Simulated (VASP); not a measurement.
# C in VASP: notebook, part 2 of 2

VASP 6.6.1. Earlier steps stand in the parts before.

**4. Single point, PBE+D3(BJ)**

Contents of INCAR:

```
SYSTEM = C
PREC = Accurate ; ENCUT = 520
EDIFF = 1E-6 ; ISMEAR = -1
SIGMA = 0.02 ; LREAL = Auto
LASPH = .True. ; NELM = 80
ALGO = Normal ; ISIF = 2
LWAVE = .False. ; LCHARG = .False.
GGA = PE ; IVDW = 12
NBANDS = 86
```

Contents of KPOINTS:

```
regular mesh
0
Gamma
  1 1 1
  0 0 0
```

Contents of POSCAR:

```
C
1.0
    9.8640000000      0.0000000000      0.0000000000
   -4.9320000000      8.5424750000      0.0000000000
    0.0000000000      0.0000000000     11.0000000000
C
32
Direct
   -0.0305812784      0.0074100305      0.0524454545
    0.1259300754      0.0867547169      0.0777909091
   -0.0409066956      0.2498573306      0.0978545455
    0.1241721015      0.3370100586      0.0938272727
   -0.0273849697      0.5095244645      0.0978545455
    0.1423403281      0.5930950925      0.1029181818
   -0.0364086935      0.7586911287      0.0810272727
    0.1327459797      0.8470613025      0.0869545455
    0.2204174872      0.0163418681      0.0806545455
    0.3859696800      0.1014811281      0.0754909091
    0.2122166485      0.2553943676      0.0732909091
    0.3821206379      0.3339898566      0.0818909091
    0.2174093400      0.5077100021      0.0897363636
    0.3871933719      0.5951085605      0.0859181818
    0.2244771121      0.7715211341      0.0940272727
    0.3872899996      0.8531485313      0.1026181818
    0.4751191952      0.0175944325      0.0916636364
    0.6396837577      0.0880658123      0.0939363636
    0.4729584005      0.2709168010      0.0681000000
    0.6368392315      0.3492664597      0.0708000000
    0.4714007895      0.5136450502      0.0924909091
    0.6411426110      0.5976136892      0.0916000000
    0.4667978689      0.7572980898      0.1038545455
    0.6293248915      0.8303448357      0.0685909091
    0.7047684025     -0.0060755226      0.0812545455
    0.8816135428      0.0783730710      0.0717181818
    0.7168712604      0.2463337616      0.0975181818
    0.8851534611      0.3351487713      0.0895909091
    0.7117289791      0.5150029705      0.0994545455
    0.8862702401      0.5966888987      0.1031000000
    0.7215564128      0.7656797357      0.0624000000
    0.8832510941      0.8390893740      0.0651909091
```

Potentials or basis: VASP PAW PBE potentials, release 64 (C).

Command:

```
$ cat potpaw_PBE.64/C/POTCAR > POTCAR
$ mpirun -np 1 vasp_gam > vasp.out
```

OUTCAR:

```text
SYSTEM = C
   PREC = Accurate
   ENCUT = 520
   EDIFF = 1E-6
   ISMEAR = -1
   LREAL = Auto
   LASPH = .True.
   NELM = 80
   ISIF = 2
   GGA = PE
   IVDW = 12
 IVDW          = 12

 ion  position               nearest neighbor table
   1  0.969  0.007  0.052-   2 1.37  26 1.38  32 1.44
   2  0.126  0.087  0.078-   1 1.37   9 1.41  11 1.44
   3  0.959  0.250  0.098-  28 1.36   4 1.41  26 1.50
   4  0.124  0.337  0.094-   3 1.41  13 1.46  11 1.47
   5  0.973  0.510  0.098-   6 1.45  30 1.48  28 1.49
   6  0.142  0.593  0.103-  13 1.38   5 1.45  15 1.53
[... 24 lines left out ...]
  31  0.722  0.766  0.062-  24 1.35  32 1.38  22 1.47
  32  0.883  0.839  0.065-  31 1.38   7 1.38   1 1.44

  LATTYP: Found a hexagonal cell.
 ALAT       =     9.8640000000
 C/A-ratio  =     1.1151662612

  Lattice vectors:

 A1 = (   9.8640000000,   0.0000000000,   0.0000000000)
 A2 = (  -4.9320000000,   8.5424750000,   0.0000000000)
 A3 = (   0.0000000000,   0.0000000000,  11.0000000000)

Analysis of symmetry for initial positions (statically):
=====================================================================
 Subroutine PRICEL returns:
 Original cell was already a primitive cell.

 Routine SETGRP: Setting up the symmetry group for a
 hexagonal supercell.

 Subroutine GETGRP returns: Found  1 space group operations
 (whereof  1 operations were pure point group operations)
 out of a pool of 24 trial point group operations.

The static configuration has the point symmetry C_1 .

Analysis of symmetry for dynamics (positions and initial velocities):
=====================================================================
 Subroutine PRICEL returns:
 Original cell was already a primitive cell.

 Routine SETGRP: Setting up the symmetry group for a
 hexagonal supercell.

 Subroutine GETGRP returns: Found  1 space group operations
 (whereof  1 operations were pure point group operations)
 out of a pool of 24 trial point group operations.

The dynamic configuration has the point symmetry C_1 .

 Subroutine INISYM returns: Found  1 space group operations
 (whereof  1 operations are pure point group operations),
 and found     1 'primitive' translations

----------------------------------------------------------------------------------------

                                     Primitive cell

  volume of cell :     926.8927

  direct lattice vectors                    reciprocal lattice vectors
     9.864000000  0.000000000  0.000000000     0.101378751  0.058531046  0.000000000
    -4.932000000  8.542475000  0.000000000     0.000000000  0.117062093  0.000000000
     0.000000000  0.000000000 11.000000000     0.000000000  0.000000000  0.090909091

  length of vectors
     9.864000000  9.864000361 11.000000000     0.117062097  0.117062093  0.090909091

  position of ions in fractional coordinates (direct lattice)
     0.969418722  0.007410030  0.052445455
     0.125930075  0.086754717  0.077790909
     0.959093304  0.249857331  0.097854545
     0.124172102  0.337010059  0.093827273
     0.972615030  0.509524464  0.097854545
     0.142340328  0.593095093  0.102918182
[... 24 lines left out ...]
     0.721556413  0.765679736  0.062400000
     0.883251094  0.839089374  0.065190909

  ion indices of the primitive-cell ions
   primitive index   ion index
                 1           1
                 2           2
                 3           3
                 4           4
                 5           5
                 6           6
[... 24 lines left out ...]
                31          31
                32          32

----------------------------------------------------------------------------------------

 KPOINTS: regular mesh

Automatic generation of k-mesh.
 Grid dimensions read from file:
 generate k-points for:    1    1    1

 Generating k-lattice:

  Cartesian coordinates                     Fractional coordinates (reciprocal lattice)
     0.101378751  0.058531046  0.000000000     1.000000000 -0.000000000  0.000000000
     0.000000000  0.117062093  0.000000000     0.000000000  1.000000000  0.000000000
     0.000000000  0.000000000  0.090909091     0.000000000  0.000000000  1.000000000

  Length of vectors
     0.117062097  0.117062093  0.090909091

  Shift w.r.t. Gamma in fractional coordinates (k-lattice)
     0.000000000  0.000000000  0.000000000

 Subroutine IBZKPT returns following result:
 ===========================================

 Found      1 irreducible k-points:

 Following reciprocal coordinates:
            Coordinates               Weight
  0.000000  0.000000  0.000000      1.000000
   k-points           NKPTS =      1   k-points in BZ     NKDIM =      1   number of bands    NBANDS=     86
   number of dos      NEDOS =    301   number of ions     NIONS =     32
   total plane-waves  NPLWV = 537600
   dimension x,y,z NGX =    80 NGY =   80 NGZ =   84
   dimension x,y,z NGXF=   160 NGYF=  160 NGZF=  168
   ions per type =              32
   NGX,Y,Z   is equivalent  to a cutoff of  13.48, 13.48, 12.70 a.u.
   NGXF,Y,Z  is equivalent  to a cutoff of  26.97, 26.97, 25.39 a.u.
 SYSTEM =  C
   PREC   = accura    normal or accurate (medium, high low for compatibility)
   ISTART =      0    job   : 0-new  1-cont  2-samecut
   ICHARG =      2    charge: 1-file 2-atom 10-const
   ISPIN  =      1    spin polarized calculation?
   LNONCOLLINEAR =      F non collinear calculations
   LSORBIT =      F    spin-orbit coupling
   LASPH  =      T    aspherical Exc in radial PAW
   ENCUT  =  520.0 eV  38.22 Ry    6.18 a.u.  18.34 18.34 20.45*2*pi/ulx,y,z
   NELM   =     80;   NELMIN=  2; NELMDL= -5     # of ELM steps
   EDIFF  = 0.1E-05   stopping-criterion for ELM
   LREAL  =      T    real-space projection
   EDIFFG = 0.1E-04   stopping-criterion for IOM
   NSW    =      0    number of steps for IOM
   IBRION =     -1    ionic relax: 0-MD 1-quasi-New 2-CG
   NFREE  =      0    steps in history (QN), initial steepest desc. (CG)
   ISIF   =      2    stress and relaxation
   ISYM   =      2    0-nonsym 1-usesym 2-fastsym
   POTIM  = 0.5000    time-step for ionic-motion
   TEBEG  =    0.0;   TEEND  =   0.0 temperature during run
   PSTRESS=    0.0 pullay stress
   NELECT =     128.0000    total number of electrons
   NUPDOWN=      -1.0000    fix difference up-down
   EMIN   =  10.00;   EMAX   =-10.00  energy-range for DOS
   EFERMI =   0.00;   METHOD = LEGACY
   ISMEAR =    -1;   SIGMA  =   0.02  broadening in eV -4-tet -1-fermi 0-gaus
   EFERMI_NEDOS =   21; number of points for ismear=-14 and -15
   IALGO  =     38    algorithm
   IMIX   =      4    mixing-type and parameters
     AMIX     =   0.40;   BMIX     =  1.00
     AMIX_MAG =   1.60;   BMIX_MAG =  1.00
  volume/ion in A,a.u.               =      28.97       195.47
  Fermi-wavevector in a.u.,A,eV,Ry     =   0.846191  1.599069  9.742302  0.716039
  Thomas-Fermi vector in A             =   1.961499
   LORBIT       =      0    0 simple, 1 ext, 2 COOP (PROOUT), +10 PAW based schemes
   GGA     = PE    functional components
   LHFCALC =     F    Hartree Fock is set to
   AEXX    =    0.0000 exact exchange contribution
   IVDW    =    12    specifies the selected vdW correction
   LEPSILON=     F    determine dielectric tensor
   LRPA    =     F    only Hartree local field effects (RPA)
 non-spin polarized calculation
  energy-cutoff  :      520.00
  volume of cell :      926.89
 maximum number of plane-waves:     12471
 NGX is ok and might be reduce to    80
   NGX = 37   NGY = 37   NGZ = 41

 number of electron     128.0000001 magnetization

 Free energy of the ion-electron system (eV)
  ---------------------------------------------------
  ext. energy  EPLUGINS =         0.00000000
  ---------------------------------------------------
  free energy    TOTEN  =      -290.31632378 eV

  energy without entropy =     -290.31632378  energy(sigma->0) =     -290.31632378

 E-fermi :  -3.0138     XC(G=0):  -3.9134

 val. band max:       -3.5013107852   @ k =   0.0000   0.0000   0.0000
 cond. band min:      -0.1963968996   @ k =   0.0000   0.0000   0.0000
 fundamental gap:      3.3049138856
 Fermi energy:        -3.0137958187

 k-point     1 :       0.0000    0.0000    0.0000
  band No.  band energies     occupation
      1     -21.0607      2.00000
      2     -19.8182      2.00000
      3     -19.7625      2.00000
      4     -19.6767      2.00000
      5     -19.4499      2.00000
      6     -19.3814      2.00000
[... 68 lines left out ...]
     75       2.9716      0.00000
     76       3.5515      0.00000
 [bands above 76 left out]

------------------------ aborting loop because EDIFF is reached ----------------------------------------

 Edisp (eV)   -2.83727

 E8    (eV) :    -0.8824

  FORCE on cell =-STRESS in cart. coord.  units (eV):
  Direction    XX          YY          ZZ          XY          YZ          ZX
  --------------------------------------------------------------------------------------
  -------------------------------------------------------------------------------------
  Total       6.26703    -4.08102    -4.12248    -3.75294     1.10739     0.36510
  in kB      10.83286    -7.05423    -7.12590    -6.48713     1.91417     0.63110
  external pressure =       -1.12 kB  Pullay stress =        0.00 kB

 VOLUME and BASIS-vectors are now :
 -----------------------------------------------------------------------------
  energy-cutoff  :      520.00
  volume of cell :      926.89
      direct lattice vectors                 reciprocal lattice vectors
     9.864000000  0.000000000  0.000000000     0.101378751  0.058531046  0.000000000
    -4.932000000  8.542475000  0.000000000     0.000000000  0.117062093  0.000000000
     0.000000000  0.000000000 11.000000000     0.000000000  0.000000000  0.090909091

 POSITION                                       TOTAL-FORCE (eV/Angst)
 -----------------------------------------------------------------------------------
      9.52580      0.06330      0.57690        -1.036310     -2.556382      1.923655
      0.81430      0.74110      0.85570         2.573805      3.425588     -1.684938
      8.22820      2.13440      1.07640         2.778216     -1.597024     -1.736177
     -0.43730      2.87890      1.03210         3.041103      0.840770     -1.272330
      7.08090      4.35260      1.07640        -0.994305     -0.312520      0.442196
     -1.52110      5.06650      1.13210        -3.165131      2.028063     -1.363650
[... 24 lines left out ...]
      3.34110      6.54080      0.68640         1.640821     -4.641159      1.666609
      4.57400      7.16790      0.71710        -0.439387      1.943256     -1.395806
 -----------------------------------------------------------------------------------
    total drift:                               -0.011143     -0.029682     -0.025429

  FREE ENERGIE OF THE ION-ELECTRON SYSTEM (eV)
  ---------------------------------------------------
  free  energy   TOTEN  =      -293.1535912642 eV

  energy  without entropy=     -293.1535912642  energy(sigma->0) =     -293.15359126
```

It took 3.5 min on 1 thread of Intel Xeon Platinum 8488C (Sapphire Rapids), shared host; peak memory 0.87 GiB.

What came out:

```yaml
Free_energy: -293.1536 eV
Largest_force: 8.062 eV/Å
Band_gap_on_the_k_mesh: 3.30 eV
Dispersion_energy_per_atom: -0.089 eV
```

Forces in eV/Å, atoms in the order of the input:
```
C   -1.036 -2.556  1.924
C    2.574  3.426 -1.685
C    2.778 -1.597 -1.736
C    3.041  0.841 -1.272
C   -0.994 -0.313  0.442
C   -3.165  2.028 -1.364
C    2.222  0.070  1.161
C    1.481  0.224 -0.304
C   -0.300 -1.892 -0.103
C    2.522 -0.829  0.476
C   -0.219 -0.032  2.094
C   -4.376  5.895 -0.194
C    0.753 -0.959  0.800
C   -0.895 -1.643  1.569
C   -1.008 -3.077  0.996
C    1.850 -1.144 -0.396
C   -2.714 -0.644 -0.202
C   -2.565 -0.974 -0.084
C    2.111 -4.160  0.163
C    1.577 -1.193  3.142
C    0.283 -2.050 -1.125
C   -5.437  1.757 -1.145
C   -0.387  0.864 -2.555
C   -3.663  2.946  2.032
C    5.235  1.825 -1.119
C   -4.260  2.421  0.964
C   -1.295  6.382 -2.392
C   -2.911  1.778  1.921
C    7.456 -2.836 -1.167
C    0.139 -1.858 -1.113
C    1.641 -4.641  1.667
C   -0.439  1.943 -1.396
```

Caveat: the k points lie up to 0.74 Å⁻¹ apart.
